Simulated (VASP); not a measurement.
Runs of VASP 6.6.1 on TiB6. The structure is that of space group Im-3m (No. 229), or close to it. The cells are those of the table. 

```tsv
task	spin	cell	k mesh	cutoff (eV)	gap on the mesh (eV)	pressure (GPa)	relaxed volume (Å³/atom)	largest force (eV/Å)
single point	collinear, ferromagnetic start	a = 5.134 Å, angles 109.5°, 7 atoms	4 × 4 × 4	520	none	0.2	-	0.03
single point	off	a = 4.717 Å, angles 109.5°, 7 atoms	4 × 4 × 4	520	none	48.8	-	10.39
relaxation of cell and atoms	off	relaxed from a = 4.717 Å, angles 109.5°, 7 atoms	4 × 4 × 4	600	-	0.0	(b)	-
single point	off	a = 5.145 Å, angles 109.5°, 7 atoms	10 × 10 × 10	520	none	-0.1	-	(a)
relaxation of cell and atoms	off	relaxed from a = 5.134 Å, angles 109.5°, 7 atoms	10 × 10 × 10	600	-	0.0	14.95	-
single point	off	a = 5.134 Å, angles 109.5°, 7 atoms	4 × 4 × 4	520	none	0.2	-	0.03
```

Alike in all rows: level PBE; potentials or basis VASP PAW PBE potentials, release 64 (Ti_sv, B); smearing gaussian 0.1 eV.

Problem. Estimate the missing entries.

Solution. (a) 0.02; (b) 14.91.

Caveats: some runs use coarse meshes; the bands computed are all filled at some k points, so no gap is given (some runs); forces of over 1 eV/Å act on the atoms, so gaps and moduli don't describe the material at rest (some runs); the volume moved by over 15 % at a fixed basis, so the end points are rough (some runs).

A gap of «none» marks levels without a gap at the run's occupations.
